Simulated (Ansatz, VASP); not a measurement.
## CO in VASP and in Ansatz

```
O C
1.0
     7.74175    0.00000    0.00000
     0.00000    7.74175    0.00000
     0.00000    0.00000    7.74175
O C
8 8
Cartesian
  5.8130 3.4357 6.3897
  1.0264 6.0927 2.5357
  4.5066 6.6709 4.6415
  -0.2087 7.6139 6.2719
  2.6475 3.3181 5.6220
  7.0506 2.6177 2.0604
  2.4924 0.3933 0.5605
  3.5427 4.5229 1.0092
  6.5594 4.1967 6.7742
  -0.0841 6.2873 2.4190
  3.5475 7.1503 5.0029
  -0.0447 8.1724 5.3000
  1.6975 3.4419 5.0179
  6.4956 3.1410 2.8997
  3.5453 0.8017 0.4785
  3.3337 3.7334 1.7941
```

Alike in both runs: functional PBEsol; k mesh 1 × 1 × 1; occupations fermi-dirac, width 0.02 eV; no spin polarisation.

Ansatz relaxed the structure, and its values are those at the end. VASP's run is a single point on that final structure, the one shown.

|  | VASP | Ansatz |
| --- | --- | --- |
| version | VASP 6.6.1 | Ansatz 0.2.0 |
| potentials or method | VASP PAW PBE potentials, release 64 (O_h, C_h), cutoff 1000 eV | scalar-relativistic, plane waves, PAW |
| valence electrons in the cell | 80 | 80 |

Ansatz gave:

- rms of the force components (eV/Å): 0.041

Task: What did VASP give for the same quantities?

Result: rms of the force components (eV/Å): 0.097.

VASP's potentials were made for PBE, not for PBEsol. With one functional, cell and mesh, what is left measures potentials, basis and numerics.
